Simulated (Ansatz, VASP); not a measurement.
**Two plane-wave programs on W**

The input INCAR:

```
ALGO = Fast ; EDIFF = 1E-6
ENCUT = 520 ; GGA = PE
ISIF = 2 ; ISMEAR = 0
LASPH = True ; LCHARG = True
LELF = True ; LREAL = False
LVHAR = True ; LWAVE = False
NBANDS = 36 ; NELM = 100
PREC = Accurate ; SIGMA = 0.15
```

Contents of KPOINTS:

```
k-points
0
Gamma
  18 18 5
```

Contents of POSCAR:

```
W
1.0
   -1.5973000000      1.5973000000     -1.5973000000
   -1.5973000000     -1.5973000000      1.5973000000
   -0.3194600000      6.3892000000      6.3892000000
W
4
Direct
   -0.0875000000     -0.0875000000      0.8750000000
    0.4875000000      0.4875000000      0.1250000000
   -0.0375000000     -0.0375000000      0.3750000000
    0.4375000000      0.4375000000      0.6250000000
```

Input for Ansatz:

```yaml
crystal:
  lattice:
    - [-1.5973, 1.5973, -1.5973]
    - [-1.5973, -1.5973, 1.5973]
    - [-0.31946, 6.3892, 6.3892]
  atoms:
    - { symbol: W, position: [-0.0875, -0.0875, 0.875] }
    - { symbol: W, position: [0.4875, 0.4875, 0.125] }
    - { symbol: W, position: [-0.0375, -0.0375, 0.375] }
    - { symbol: W, position: [0.4375, 0.4375, 0.625] }
basis:
  ecutwfc: 420
kpoints:
  mp_grid: { grid: [18, 18, 5] }
hamiltonian:
  xc: pbe
scf:
  occupations: { method: gaussian, width: 0.15 }
output:
  forces: true
  stress: true
  eigenvalues: true
```

Alike in both runs: task single point; functional PBE; k mesh 18 × 18 × 5; occupations gaussian, width 0.15 eV; no spin polarisation.

|  | VASP | Ansatz |
| --- | --- | --- |
| version | VASP 6.6.1 | Ansatz 0.2.0 |
| potentials or method | VASP PAW PBE potentials, release 64 (W_sv), cutoff 520 eV | scalar-relativistic, plane waves, PAW |
| valence electrons in the cell | 56 | 56 |

VASP gave:

```
gap on the k mesh at the Fermi level (eV)                     : none
pressure (GPa)                                                : -1.4
traceless stress, the component that is largest in VASP (GPa) : 3.57
rms of the force components (eV/Å)                            : 0.419
```

Q: Estimate Ansatz's values.

A: gap on the k mesh at the Fermi level (eV): none; pressure (GPa): -1.9; traceless stress, the component that is largest in VASP (GPa): 3.52; rms of the force components (eV/Å): 0.414.

Atom by atom the forces differ by 0.006 eV/Å (rms over components). A gap of «none» marks a metal or a gap that the smearing closes.

Neither program's run includes spin-orbit coupling.
